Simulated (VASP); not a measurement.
# SnSe2 (P-3m1) in VASP: notebook

The runs below take SnSe2 through single point, with PBEsol.

All numbers are computed with VASP 6.6.1; they aren't measurements. Logs are shortened: lines on timing, memory, paths and dates and some standing lists are left out, and cuts for length are marked.

**1. The cell of the first run**

It takes space group P-3m1 (No. 164, trigonal). Conventional cell: a = 3.743 Å, b = 3.743 Å, c = 6.213 Å, α = 90.00°, β = 90.00°, γ = 120.00°. Within 3.5 Å of Sn (site symmetry -3m) lie 6 Se at 2.69 Å. Se (site symmetry 3m) has 3 Sn at 2.69 Å within 3.5 Å.

**2. Single point, PBEsol (in-plane strain -0.02)**

Contents of INCAR:

```
SYSTEM = SnSe2
  ALGO = Normal
  EDIFF = 1E-6
  ENCUT = 500
  GGA = PS
  GGA_COMPAT = .False.
  ISIF = 2
  ISMEAR = 0
  LASPH = .True.
  LCHARG = .False.
  LREAL = .False.
  LWAVE = .False.
  NBANDS = 20
  NELM = 120
  PREC = Accurate
  SIGMA = 0.01
```

Contents of KPOINTS:

```
k-points
0
Gamma
  8 8 4
  0 0 0
```

Contents of POSCAR:

```
SnSe2
1.0
    3.7425631117      0.0000000000      0.0000000000
   -1.8712815559      3.2411547300      0.0000000000
    0.0000000000      0.0000000000      6.2131389358
Sn Se
1 2
Direct
    0.0000000000      0.0000000000      0.0000000000
    0.3333333333      0.6666666667      0.2584674350
    0.6666666667      0.3333333333      0.7415325650
```

Potentials or basis: VASP PAW PBE potentials, release 64 (Sn_d, Se).

The run is started by

```sh
$ cat potpaw_PBE.64/Sn_d/POTCAR potpaw_PBE.64/Se/POTCAR > POTCAR
$ mpirun -np 1 vasp_std > vasp.out
```

OUTCAR:

```text
SYSTEM = SnSe2
   EDIFF = 1E-6
   ENCUT = 500
   GGA = PS
   ISIF = 2
   ISMEAR = 0
   LASPH = .True.
   LREAL = .False.
   NELM = 120
   PREC = Accurate

 ion  position               nearest neighbor table
   1  0.000  0.000  0.000-   2 2.69   3 2.69   3 2.69   2 2.69   3 2.69   2 2.69
   2  0.333  0.667  0.258-   1 2.69   1 2.69   1 2.69
   3  0.667  0.333  0.742-   1 2.69   1 2.69   1 2.69

  LATTYP: Found a hexagonal cell.
 ALAT       =     3.7425631117
 C/A-ratio  =     1.6601293687

  Lattice vectors:

 A1 = (   3.7425631117,   0.0000000000,   0.0000000000)
 A2 = (  -1.8712815559,   3.2411547300,   0.0000000000)
 A3 = (   0.0000000000,   0.0000000000,   6.2131389358)

Analysis of symmetry for initial positions (statically):
=====================================================================
 Subroutine PRICEL returns:
 Original cell was already a primitive cell.

 Routine SETGRP: Setting up the symmetry group for a
 hexagonal supercell.

 Subroutine GETGRP returns: Found 12 space group operations
 (whereof 12 operations were pure point group operations)
 out of a pool of 24 trial point group operations.

The static configuration has the point symmetry D_3d.

Analysis of symmetry for dynamics (positions and initial velocities):
=====================================================================
 Subroutine PRICEL returns:
 Original cell was already a primitive cell.

 Routine SETGRP: Setting up the symmetry group for a
 hexagonal supercell.

 Subroutine GETGRP returns: Found 12 space group operations
 (whereof 12 operations were pure point group operations)
 out of a pool of 24 trial point group operations.

The dynamic configuration has the point symmetry D_3d.

 Subroutine INISYM returns: Found 12 space group operations
 (whereof 12 operations are pure point group operations),
 and found     1 'primitive' translations

----------------------------------------------------------------------------------------

                                     Primitive cell

  volume of cell :      75.3668

  direct lattice vectors                    reciprocal lattice vectors
     3.742563112  0.000000000  0.000000000     0.267196563  0.154266008  0.000000000
[... 82 lines left out ...]
   ISPIN  =      1    spin polarized calculation?
   LNONCOLLINEAR =      F non collinear calculations
   LSORBIT =      F    spin-orbit coupling
   LASPH  =      T    aspherical Exc in radial PAW
   ENCUT  =  500.0 eV  36.75 Ry    6.06 a.u.   6.82  6.82 11.33*2*pi/ulx,y,z
   NELM   =    120;   NELMIN=  2; NELMDL= -5     # of ELM steps
   EDIFF  = 0.1E-05   stopping-criterion for ELM
   LREAL  =      F    real-space projection
   EDIFFG = 0.1E-04   stopping-criterion for IOM
   NSW    =      0    number of steps for IOM
   IBRION =     -1    ionic relax: 0-MD 1-quasi-New 2-CG
   NFREE  =      0    steps in history (QN), initial steepest desc. (CG)
   ISIF   =      2    stress and relaxation
   ISYM   =      2    0-nonsym 1-usesym 2-fastsym
   POTIM  = 0.5000    time-step for ionic-motion
   TEBEG  =    0.0;   TEEND  =   0.0 temperature during run
   PSTRESS=    0.0 pullay stress
   NELECT =      26.0000    total number of electrons
   NUPDOWN=      -1.0000    fix difference up-down
   EMIN   =  10.00;   EMAX   =-10.00  energy-range for DOS
   EFERMI =   0.00;   METHOD = LEGACY
   ISMEAR =     0;   SIGMA  =   0.01  broadening in eV -4-tet -1-fermi 0-gaus
   EFERMI_NEDOS =   21; number of points for ismear=-14 and -15
   IALGO  =     38    algorithm
   IMIX   =      4    mixing-type and parameters
     AMIX     =   0.40;   BMIX     =  1.00
     AMIX_MAG =   1.60;   BMIX_MAG =  1.00
  volume/ion in A,a.u.               =      25.12       169.53
  Fermi-wavevector in a.u.,A,eV,Ry     =   1.148169  2.169726 17.936464  1.318293
  Thomas-Fermi vector in A             =   2.284846
   LORBIT       =      0    0 simple, 1 ext, 2 COOP (PROOUT), +10 PAW based schemes
   GGA     = PS    functional components
   LHFCALC =     F    Hartree Fock is set to
   AEXX    =    0.0000 exact exchange contribution
   IVDW    =     0    specifies the selected vdW correction
   LEPSILON=     F    determine dielectric tensor
   LRPA    =     F    only Hartree local field effects (RPA)
 non-spin polarized calculation
 Gauss-broadening in eV      SIGMA  =   0.01
  energy-cutoff  :      500.00
  volume of cell :       75.37
 maximum number of plane-waves:      1926
 NGX is ok and might be reduce to    28
   NGX = 13   NGY = 13   NGZ = 23

 number of electron      25.9999991 magnetization

 Free energy of the ion-electron system (eV)
  ---------------------------------------------------
  ext. energy  EPLUGINS =         0.00000000
  ---------------------------------------------------
  free energy    TOTEN  =       -12.95558660 eV

  energy without entropy =      -12.95558660  energy(sigma->0) =      -12.95558660

 E-fermi :   4.4861     XC(G=0):  -9.7912

 val. band max:        4.4061275568   @ k =   0.1250   0.0000   0.2500
 cond. band min:       4.9230566241   @ k =   0.5000   0.0000   0.5000
 fundamental gap:      0.5169290673
 Fermi energy:         4.4861180118

 k-point     1 :       0.0000    0.0000    0.0000
  band No.  band energies     occupation
      1     -16.8409      2.00000
      2     -16.8409      2.00000
      3     -16.7933      2.00000
      4     -16.7794      2.00000
      5     -16.7794      2.00000
      6      -9.7314      2.00000
[... 541 lines left out ...]
     19      11.9507      0.00000
     20      14.0950      0.00000

 [... further k-points ...]

------------------------ aborting loop because EDIFF is reached ----------------------------------------

  FORCE on cell =-STRESS in cart. coord.  units (eV):
  Direction    XX          YY          ZZ          XY          YZ          ZX
  --------------------------------------------------------------------------------------
  -------------------------------------------------------------------------------------
  Total        1.3751006      1.3751006      0.3248321     -0.0000000      0.0000000     -0.0000000
  in kB       29.2324423     29.2324423      6.9054122     -0.0000000      0.0000000     -0.0000000
  external PRESSURE =      21.7900989 kB  Pullay stress =       0.0000000 kB

 VOLUME and BASIS-vectors are now :
 -----------------------------------------------------------------------------
  energy-cutoff  :      500.00
  volume of cell :       75.37
      direct lattice vectors                 reciprocal lattice vectors
     3.742563112  0.000000000  0.000000000     0.267196563  0.154266008  0.000000000
    -1.871281556  3.241154730  0.000000000     0.000000000  0.308532015  0.000000000
     0.000000000  0.000000000  6.213138936     0.000000000  0.000000000  0.160949242

 POSITION                                       TOTAL-FORCE (eV/Angst)
 -----------------------------------------------------------------------------------
      0.00000      0.00000      0.00000        -0.000000      0.000000      0.000000
     -0.00000      2.16077      1.60589         0.000000     -0.000000      0.064712
      1.87128      1.08038      4.60724        -0.000000      0.000000     -0.064712
 -----------------------------------------------------------------------------------
    total drift:                               -0.000000      0.000000      0.000000

  FREE ENERGIE OF THE ION-ELECTRON SYSTEM (eV)
  ---------------------------------------------------
  free  energy   TOTEN  =       -12.9555866006 eV

  energy  without entropy=      -12.9555866006  energy(sigma->0) =      -12.95558660
```

stdout:

```text
POSCAR found type information on POSCAR SnSe
 POSCAR found :  2 types and       3 ions
 scaLAPACK will be used
 -----------------------------------------------------------------------------
|                                                                             |
|                                                                             |
|     You enforced a specific xc type in the INCAR file but a different       |
|     I HOPE YOU KNOW WHAT YOU ARE DOING!                                     |
|                                                                             |
 -----------------------------------------------------------------------------

 LDA part: xc-table for (Slater+PW92), standard interpolation
 POSCAR, INCAR and KPOINTS ok, starting setup
 FFT: planning ... GRIDC
 FFT: planning ... GRID_SOFT
 FFT: planning ... GRID
 WAVECAR not read
 entering main loop
```

Run time: 63 s. Hardware: 1 thread of Intel Xeon 8259CL, shared host; peak memory 0.21 GiB.

Results:

| Item | Value |
| --- | --- |
| Free energy | -12.9556 eV |
| Pressure | 2.2 GPa |
| Largest force | 0.065 eV/Å |
| Band gap on the k mesh | 0.52 eV (least direct gap 1.15 eV) |

Forces on the atoms (eV/Å):
```
Sn   0.000  0.000  0.000
Se   0.000  0.000  0.065
Se   0.000  0.000 -0.065
```

Levels at points of the mesh, in eV from the valence-band top:
```csv
k point,band 9,band 10,band 11,band 12,band 13,band 14,band 15,band 16,band 17,band 18
"(0.00, 0.00, 0.00)",-0.52,-0.52,-0.37,-0.26,-0.26,1.05,3.12,4.71,4.71,7.74
"(0.50, 0.00, 0.00)",-4.67,-3.28,-2.54,-1.63,-0.32,1.12,3.58,5.00,5.15,6.57
"(0.00, 0.00, 0.50)",-2.58,-0.63,-0.63,-0.08,-0.08,2.68,3.03,4.43,4.43,7.57
"(0.50, 0.00, 0.50)",-5.16,-2.34,-2.26,-1.05,-0.77,0.52,3.77,4.49,5.44,6.05
```

Caveat: the cell differs from its parent crystal (in-plane strain -0.02); the PAW data sets were made with another functional, which shifts forces and pressure a little; spin-orbit coupling is left out, which moves the levels of the heavy elements; this functional lacks dispersion, which binds the layers, so the pressure and a relaxed spacing across them are unreliable. A k mesh can miss the band edges.

(Part 1 of 2 ends here.)
